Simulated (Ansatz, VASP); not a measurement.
**NbP: VASP beside Ansatz**

```
CELL_PARAMETERS angstrom
-1.53964 1.53964 5.71398
1.53964 -1.53964 5.71398
1.53964 1.53964 -5.71398
ATOMIC_POSITIONS crystal
Nb 0.75003 0.75003 0.00000
Nb 0.50003 0.00003 0.50000
P 0.33259 0.33259 0.00000
P 0.08259 0.58259 0.50000
```

Change from the starting cell: strain -0.080 along x and y, +0.000 along z, atoms carried along.

Alike in both runs: task single point; functional PBE; k mesh 20 × 20 × 20; occupations gaussian, width 0.15 eV; no spin polarisation.

|  | VASP | Ansatz |
| --- | --- | --- |
| version | VASP 6.6.1 | Ansatz 0.2.0 |
| potentials or method | VASP PAW PBE potentials, release 64 (Nb_sv, P), cutoff 520 eV | scalar-relativistic, plane waves, PAW |
| valence electrons in the cell | 36 | 36 |

```csv
,VASP,Ansatz,Ansatz less VASP
gap on the k mesh at the Fermi level (eV),none,none,-
pressure (GPa),47.7,48.4,+0.70
"traceless stress, the component that is largest in VASP (GPa)",-20.04,-20.10,-0.062
rms of the force components (eV/Å),0.629,0.631,+0.0024
```

Atom by atom the forces differ by 0.002 eV/Å (rms over components). A gap of «none» marks a metal or a gap that the smearing closes. Both programs put the cell under a high pressure, so it lies far from rest at this level. The functional is the same, so the differences come from potentials, cutoffs and numerics.
